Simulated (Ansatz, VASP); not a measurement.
## Two plane-wave programs on Si3F

```
CELL_PARAMETERS angstrom
0.00000 3.11443 3.11443
3.11443 0.00000 3.11443
3.11443 3.11443 0.00000
ATOMIC_POSITIONS crystal
Si 0.75000 0.75000 0.75000
Si 0.25000 0.25000 0.25000
Si 0.00000 0.00000 0.00000
F 0.50000 0.50000 0.50000
```

Alike in both runs: task single point; functional PBE; k mesh 6 × 6 × 6; occupations gaussian, width 0.1 eV; no spin polarisation.

```csv
,VASP,Ansatz
version,VASP 6.6.1,Ansatz 0.2.0
potentials or method,"VASP PAW PBE potentials, release 64 (Si, F), cutoff 520 eV","scalar-relativistic, plane waves, PAW"
valence electrons in the cell,19,19
```

VASP gave:

```
gap on the k mesh at the Fermi level (eV) : none
pressure (GPa)                            : -8.6
```

**Question.** Estimate Ansatz's values.

**Answer.** gap on the k mesh at the Fermi level (eV): none; pressure (GPa): -8.5.

A gap of «none» marks a metal or a gap that the smearing closes. With one functional, cell and mesh, what is left measures potentials, basis and numerics.
